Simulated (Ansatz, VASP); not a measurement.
## Two plane-wave programs on F

INCAR

```
SYSTEM = F
PREC = Accurate
ENCUT = 520
EDIFF = 1E-6
ISMEAR = 0
SIGMA = 0.05
LREAL = .FALSE.
LASPH = .TRUE.
NELM = 80
ALGO = Normal
ISIF = 2
LWAVE = .FALSE.
LCHARG = .FALSE.
GGA = PS
NBANDS = 22
```

Contents of KPOINTS:

```
Automatic mesh
0
G
  4 4 2
  0 0 0
```

The input POSCAR:

```
F
1.0
    3.1562347980     -1.7013658892     -0.2434360560
    3.1562347980      1.7013658892     -0.2434360560
   -2.4069595056      0.0000000000      6.8274697419
F
4
Direct
    0.0848459664      0.0848459664      0.0940038325
    0.9151540336      0.9151540336      0.9059961675
    0.5015719855      0.5015719855      0.5937195244
    0.4984280145      0.4984280145      0.4062804756
```

Input for Ansatz:

```yaml
crystal:
  lattice:
    - [3.156234798, -1.7013658892, -0.243436056]
    - [3.156234798, 1.7013658892, -0.243436056]
    - [-2.4069595056, 0.0, 6.8274697419]
  atoms:
    - { symbol: F, position: [0.0848459664, 0.0848459664, 0.0940038325] }
    - { symbol: F, position: [0.9151540336, 0.9151540336, 0.9059961675] }
    - { symbol: F, position: [0.5015719855, 0.5015719855, 0.5937195244] }
    - { symbol: F, position: [0.4984280145, 0.4984280145, 0.4062804756] }
basis:
  ecutwfc: 520.0
kpoints:
  mp_grid: { grid: [4, 4, 2] }
hamiltonian:
  xc: pbesol
scf:
  occupations: { method: gaussian, width: 0.05 }
output:
  forces: true
  stress: true
  eigenvalues: true
```

Change from the starting cell: volume 17.833 Å^3 an atom, stretch along a over the lengths across it, relative to the relaxed cell 1.0662.

Alike in both runs: task single point; functional PBEsol; k mesh 4 × 4 × 2; occupations gaussian, width 0.05 eV; no spin polarisation.

```csv
,VASP,Ansatz
version,VASP 6.6.1,Ansatz 0.2.0
potentials or method,"VASP PAW PBE potentials, release 64 (F), cutoff 520 eV","scalar-relativistic, plane waves, PAW"
valence electrons in the cell,28,28
```

```csv
,VASP,Ansatz,Ansatz less VASP
gap on the k mesh at the Fermi level (eV),3.64,3.73,+0.094
least direct gap on the mesh (eV),3.75,3.85,+0.094
pressure (GPa),5.3,4.7,-0.60
"traceless stress, the component that is largest in VASP (GPa)",8.81,7.02,-1.793
rms of the force components (eV/Å),1.598,1.272,-0.3262
```

VASP's potentials were made for PBE, not for PBEsol. Atom by atom the forces differ by 0.326 eV/Å (rms over components).

The k mesh is coarse, so the values compare programs but aren't converged.
